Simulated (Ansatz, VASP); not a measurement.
# SiO2 in VASP and in Ansatz

```
Si O
1.0
    -2.40529    2.40529    3.79327
     2.40529   -2.40529    3.79327
     2.40529    2.40529   -3.79327
Si O
2 4
Direct
  0.00000 0.00000 0.00000
  0.75000 0.25000 0.50000
  0.99838 0.62500 0.87338
  0.37500 0.24838 0.37338
  0.75162 0.12500 0.12662
  0.87500 0.00162 0.62662
```

Alike in both runs: task single point; functional PBEsol; k mesh 6 × 6 × 6; no spin polarisation.

|  | VASP | Ansatz |
| --- | --- | --- |
| version | VASP 6.6.1 | Ansatz 0.2.0 |
| potentials or method | VASP PAW PBE potentials, release 64 (Si, O), cutoff 520 eV | plane waves, PAW |
| occupations | gaussian, width 0.01 eV | fixed |
| valence electrons in the cell | 32 | 32 |

VASP gave:

| Property | Result |
| --- | --- |
| pressure (GPa) | -4.6 |
| traceless stress, the component that is largest in VASP (GPa) | -1.42 |

Question: Which values does Ansatz return?

Answer: Pressure (GPa): -5.1; traceless stress, the component that is largest in VASP (GPa): -1.48.

VASP's potentials were made for PBE, not for PBEsol.
